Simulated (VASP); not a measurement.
The system is TlCl.

```xyz
2
Lattice="3.7936 0.0000 0.0000 0.0000 3.7936 0.0000 0.0000 0.0000 3.7936" Properties=species:S:1:pos:R:3 pbc="T T T"
Tl    0.0000    0.0000    0.0000
Cl    1.8968    1.8968    1.8968
```

Program: VASP 6.6.1. Alike in all runs: task single point; potentials or basis VASP PAW PBE potentials, release 64 (Tl_d, Cl); no spin polarisation; cell as given.

Question: Order these runs on this cell by their band gap on the k mesh, lowest first.
A. level HSE06; k mesh 2 × 2 × 2; cutoff (eV) 400; smearing gaussian 0.01 eV; grid for exact exchange (PRECFOCK) Normal; screening parameter 0.2079 1/Å
B. level PBE; k mesh 4 × 4 × 4; cutoff (eV) 500; smearing methfessel-paxton 0.2 eV
C. level PBE; k mesh 3 × 3 × 3; cutoff (eV) 500; smearing gaussian 0.01 eV

Answer: B (1.99 eV), A (2.80 eV), C (4.02 eV).

Caveats: some runs use coarse meshes; spin-orbit coupling is left out, which moves the levels of the heavy elements.

A k mesh can miss the band edges, odd and even meshes differently.
